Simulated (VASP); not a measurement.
Input of a VASP 6.6.1 run:

POSCAR

```
ZnSe
1.0
    0.0000000000      2.7913299312      2.7913299312
    2.7913299312      0.0000000000      2.7913299312
    2.7913299312      2.7913299312      0.0000000000
Zn Se
1 1
Direct
    0.0000000000      0.0000000000      0.0000000000
    0.2500000000      0.2500000000      0.2500000000
```

The input INCAR.step1:

```
PREC = Accurate
ENCUT = 520
EDIFF = 1E-5
ISMEAR = -1
SIGMA = 0.05
LREAL = False
LASPH = True
NELM = 60
ALGO = Normal
ISIF = 2
LWAVE = True
GGA = PE
NBANDS = 16
```

INCAR.step2

```
PREC = Accurate
ENCUT = 520
EDIFF = 1E-6
ISMEAR = -1
SIGMA = 0.05
LREAL = False
LASPH = True
NELM = 60
ALGO = Normal
ISIF = 2
LWAVE = False
LCHARG = True
GGA = PE
LHFCALC = True
HFSCREEN = 0.2079
PRECFOCK = Normal
LELF = True
LVHAR = True
ISTART = 1
NBANDS = 16
```

The input KPOINTS:

```
Automatic mesh
0
Gamma
  4 4 4
```

Potentials or basis: VASP PAW PBE potentials, release 64 (Zn, Se).

The run is started by

```bash
$ cat potpaw_PBE.64/Zn/POTCAR potpaw_PBE.64/Se/POTCAR > POTCAR
$ cp INCAR.step1 INCAR
$ mpirun -np 1 vasp_std > vasp.out
$ cp INCAR.step2 INCAR
$ mpirun -np 1 vasp_std > vasp.out
```

(1) Predict the pressure.

(2) Predict the band gap on the k mesh.

Answers

(1) 4.9 GPa.

(2) 2.64 eV.

Caveat: the k points lie up to 0.49 Å⁻¹ apart; the PAW data sets were made with another functional, which shifts forces and pressure a little.
